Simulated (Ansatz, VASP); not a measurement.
HfO2 in VASP and in Ansatz

```
CELL_PARAMETERS angstrom
3.55802 0.00000 0.00000
0.00000 3.55802 0.00000
0.00000 0.00000 5.17186
ATOMIC_POSITIONS crystal
Hf 0.50000 0.50000 0.50000
Hf 0.00000 0.00000 0.00000
O 0.00000 0.50000 0.69721
O 0.50000 0.00000 0.80279
O 0.50000 0.00000 0.30279
O 0.00000 0.50000 0.19721
```

Alike in both runs: task single point; functional PBE; k mesh 2 × 2 × 2; no spin polarisation.

|  | VASP | Ansatz |
| --- | --- | --- |
| version | VASP 6.6.1 | Ansatz 0.2.0 |
| potentials or method | VASP PAW PBE potentials, release 64 (Hf_pv, O), cutoff 520 eV | plane waves, PAW |
| occupations | gaussian, width 0.01 eV | fixed |
| valence electrons in the cell | 44 | 76 |

```tsv
	VASP	Ansatz	Ansatz less VASP
gap on the k mesh at the Fermi level (eV)	4.69	4.71	+0.021
```

VASP's potentials hold 44 valence electrons a cell and Ansatz's 76, so a difference there can come from the potentials and not from the codes.

The k mesh is coarse, so the values compare programs but aren't converged. Spin-orbit coupling is off throughout.
